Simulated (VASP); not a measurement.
Here is a VASP 6.6.1 calculation.

File INCAR:

```
PREC = Accurate
ENCUT = 520
EDIFF = 1E-7
ISMEAR = 0
SIGMA = 0.1
LREAL = F
LASPH = T
NELM = 60
ALGO = Normal
ISIF = 2
LWAVE = F
LCHARG = F
LDIPOL = T
IDIPOL = 3
DIPOL = 0.5 0.5 0.312
GGA = PE
NBANDS = 80
```

KPOINTS

```
Automatic mesh
0
Gamma
  5 5 1
```

POSCAR

```
Cu12N
1.0
    5.1319544695      0.0000000000      0.0000000000
    0.0000000000      5.1319544695      0.0000000000
    0.0000000000      0.0000000000     19.0279314499
Cu N
12 1
Direct
    0.2500000000      0.2500000000      0.2102172803
    0.2500000000      0.7500000000      0.2102172803
    0.7500000000      0.2500000000      0.2102172803
    0.7500000000      0.7500000000      0.2102172803
    0.0000000000      0.0000000000      0.3029241295
    0.0000000000      0.5000000000      0.3029241295
    0.5000000000      0.0000000000      0.3029241295
    0.5000000000      0.5000000000      0.3029241295
    0.2500000000      0.2500000000      0.3956253190
    0.2500000000      0.7500000000      0.3956253190
    0.7500000000      0.2500000000      0.3956253190
    0.7500000000      0.7500000000      0.3956253190
    0.5000000000      0.5000000000      0.4242954063
```

Potentials or basis: VASP PAW PBE potentials, release 64 (Cu, N).

Launch:

```console
$ cat potpaw_PBE.64/Cu/POTCAR potpaw_PBE.64/N/POTCAR > POTCAR
$ mpirun -np 1 vasp_std > vasp.out
```

Question: Predict the largest force.

Answer: 0.744 eV/Å.

Question: What does it give for the band gap on the k mesh?

Answer: Zero (an odd number of electrons rules out a gap without spin polarisation).

Forces in eV/Å, atoms in the order of the input:
```
Cu  -0.006 -0.006  0.026
Cu  -0.006  0.006  0.026
Cu   0.006 -0.006  0.026
Cu   0.006  0.006  0.026
Cu   0.000  0.000  0.147
Cu   0.000  0.000 -0.222
Cu   0.000  0.000 -0.222
Cu   0.000  0.000 -0.744
Cu  -0.385 -0.385  0.228
Cu  -0.385  0.385  0.228
Cu   0.385 -0.385  0.228
Cu   0.385  0.385  0.228
N    0.000  0.000  0.026
```

With open d or f shells a metallic result of PBE can be an artefact of self-interaction; +U or a hybrid may open a gap.
